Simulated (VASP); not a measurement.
The system is Ta3B2N.

```
CELL_PARAMETERS angstrom
3.04252 0.00000 0.00000
0.00000 3.04252 0.00000
0.00000 0.00000 8.65074
ATOMIC_POSITIONS crystal
Ta 0.00000 0.00000 0.22600
Ta 0.00000 0.00000 0.77400
Ta 0.50000 0.50000 0.50000
B 0.00000 0.00000 0.50000
B 0.50000 0.50000 0.00000
N 0.00000 0.00000 0.00000
```

The cell was generated, and may not be a known phase.

* Program: VASP 6.6.1
* Task: relaxation of cell and atoms
* Functional: PBE
* Potentials or basis: VASP PAW PBE potentials, release 64 (Ta_pv, B, N)
* Cutoff: 600 eV
* k mesh: 6 × 6 × 2
* Occupations: gaussian, width 0.1 eV
* Spin: no spin polarisation

At the start: pressure -0.6 GPa; volume 13.35 Å³/atom.

Q: Where does the relaxation end?

A: Over 5 steps the energy falls by 2.8 meV/atom and the volume is 13.25 Å³/atom (-0.7 %); space group P4/mmm (No. 123, to 0.1 Å) before and after.

The path:
```tsv
step	energy change (eV)	largest force (eV/Å)	pressure (GPa)	volume (Å³)
1	0.0000	0.0117	-0.61	80.08
2	-0.0106	0.1571	-0.18	79.47
3	-0.0161	0.1035	-0.40	79.70
4	-0.0160	0.0368	0.75	79.33
5	-0.0166	0.0374	0.15	79.52
```

Final structure:
```
CELL_PARAMETERS angstrom
3.01985 0.00000 0.00000
0.00000 3.01985 0.00000
0.00000 0.00000 8.71992
ATOMIC_POSITIONS crystal
Ta 0.00000 0.00000 0.22578
Ta 0.00000 0.00000 0.77422
Ta 0.50000 0.50000 0.50000
B 0.00000 0.00000 0.50000
B 0.50000 0.50000 0.00000
N 0.00000 0.00000 0.00000
```

Caveat: the k points lie up to 0.36 Å⁻¹ apart in the final cell, too coarse for converged energies and pressures of a metal.
